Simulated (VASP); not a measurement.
Crystal: ScPt3.

```
Sc Pt
1.0
     3.95800    0.00000    0.00000
     0.00000    3.95800    0.00000
     0.00000    0.00000    3.95800
Sc Pt
1 3
Direct
  0.00000 0.00000 0.00000
  0.00000 0.50000 0.50000
  0.50000 0.00000 0.50000
  0.50000 0.50000 0.00000
```

```yaml
Program: VASP 6.6.1
Task: relaxation of volume and atoms at fixed shape
Functional: LDA
Potentials_or_basis: VASP PAW LDA potentials, release 64 (Sc_sv, Pt)
Cutoff: 600 eV
k_mesh: 10 × 10 × 10
Occupations: fermi-dirac, width 0.05 eV
Spin: no spin polarisation
```

At the start: pressure -5.3 GPa; volume 15.50 Å³/atom.

Where does the relaxation end?

Over 3 steps the energy falls by 6.0 meV/atom and the volume is 15.16 Å³/atom (-2.2 %); space group Pm-3m (No. 221, to 0.1 Å) before and after.

The path:
| step | energy change (eV) | largest force (eV/Å) | pressure (GPa) | volume (Å³) |
| --- | --- | --- | --- | --- |
| 1 | 0.0000 | 0.0000 | -5.33 | 62.01 |
| 2 | 0.1111 | 0.0000 | 14.69 | 57.49 |
| 3 | -0.0240 | 0.0000 | -0.11 | 60.62 |

Final structure:
```cif
data_structure
_symmetry_space_group_name_H-M 'P 1'
_symmetry_Int_Tables_number 1
_cell_length_a 3.9283
_cell_length_b 3.9283
_cell_length_c 3.9283
_cell_angle_alpha 90.000
_cell_angle_beta 90.000
_cell_angle_gamma 90.000
_cell_volume 60.62
loop_
_atom_site_label
_atom_site_type_symbol
_atom_site_fract_x
_atom_site_fract_y
_atom_site_fract_z
_atom_site_occupancy
Sc1 Sc 0.00000 0.00000 0.00000 1
Pt1 Pt 0.00000 0.50000 0.50000 1
Pt2 Pt 0.50000 0.00000 0.50000 1
Pt3 Pt 0.50000 0.50000 0.00000 1
```
